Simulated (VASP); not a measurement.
Here is a VASP 6.6.1 calculation.

INCAR

```
SYSTEM = Ti12HO
  PREC = Accurate
  ENCUT = 520
  EDIFF = 1E-6
  ISMEAR = -1
  SIGMA = 0.1
  LREAL = .False.
  LASPH = .True.
  NELM = 80
  ALGO = Normal
  ISIF = 2
  LWAVE = .False.
  LCHARG = .False.
  GGA = PE
  IVDW = 12
  NBANDS = 88
```

File KPOINTS:

```
regular mesh
0
Gamma
  3 3 1
  0 0 0
```

File POSCAR:

```
Ti12HO
1.0
    5.9000000000      0.0000000000      0.0000000000
    2.9500000000      5.1095500000      0.0000000000
    0.0000000000      0.0000000000     19.6846000000
Ti O H
12 1 1
Direct
    0.0000000000      0.0000000000      0.0508011339
    0.5000000000      0.0000000000      0.0508011339
   -0.0000024464      0.5000048928      0.0508011339
    0.4999975536      0.5000048928      0.0508011339
   -0.1586090058      0.3246078422      0.1432185566
    0.3432882336      0.3186777701      0.1458043344
   -0.1652761972      0.8399761231      0.1489997257
    0.3201800887      0.8312669413      0.1530130153
   -0.0043013231      0.0162636631      0.2763124473
    0.5076472680     -0.0086504682      0.2663503449
    0.0314899564      0.5064438160      0.2640084127
    0.4825574538      0.4913935669      0.2740467167
    0.8083950282      0.3700912996      0.2802292147
    0.2760402817     -0.1811314108      0.2991780377
```

Potentials or basis: VASP PAW PBE potentials, release 64 (Ti_sv, O, H).

Run with:

```console
$ cat potpaw_PBE.64/Ti_sv/POTCAR potpaw_PBE.64/O/POTCAR potpaw_PBE.64/H/POTCAR > POTCAR
$ mpirun -np 1 vasp_std > vasp.out
```

Question: Estimate the largest force.

Answer: 5.088 eV/Å.

Question: Predict the dispersion energy per atom.

Answer: -0.373 eV.

Forces in eV/Å, atoms in the order of the input:
```
Ti   0.126 -0.469 -1.972
Ti  -0.248 -0.516 -1.407
Ti   0.234  0.392 -1.817
Ti  -0.037  0.422 -1.634
Ti  -0.130  0.652  2.751
Ti   0.027  0.193  2.184
Ti  -0.153 -0.283  1.809
Ti   0.300 -0.298  1.179
Ti  -2.176 -0.740 -1.875
Ti  -0.351  0.462 -0.380
Ti   0.332  0.336 -0.445
Ti  -4.465  1.837 -1.608
O    3.869 -0.471  1.632
H    2.672 -1.518  1.583
```

Caveat: the k points lie up to 0.41 Å⁻¹ apart; an odd number of electrons without spin polarisation forces a metal; a magnetic or distorted state may lie lower.
